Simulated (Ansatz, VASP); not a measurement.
AlC in VASP and in Ansatz

```xyz
2
Lattice="0.0000 2.3307 2.3307 2.3307 0.0000 2.3307 2.3307 2.3307 0.0000" Properties=species:S:1:pos:R:3 pbc="T T T"
Al    0.0000    0.0000    0.0000
C     3.4960    3.4960    3.4960
```

Change from the starting cell: species swapped into the GaP type (F-43m, No. 216).

Alike in both runs: functional PBE; k mesh 7 × 7 × 7; occupations gaussian, width 0.2 eV; no spin polarisation.

Ansatz relaxed the structure, and its values are those at the end. VASP's run is a single point on that final structure, the one shown.

|  | VASP | Ansatz |
| --- | --- | --- |
| version | VASP 6.6.1 | Ansatz 0.2.0 |
| potentials or method | VASP PAW PBE potentials, release 64 (Al, C), cutoff 600 eV | scalar-relativistic, plane waves, PAW |
| valence electrons in the cell | 7 | 7 |

```tsv
	VASP	Ansatz	Ansatz less VASP
gap on the k mesh at the Fermi level (eV)	none	none	-
pressure (GPa)	-0.4	-0.2	+0.19
```

A gap of «none» marks a metal or a gap that the smearing closes. The functional is the same, so the differences come from potentials, cutoffs and numerics.
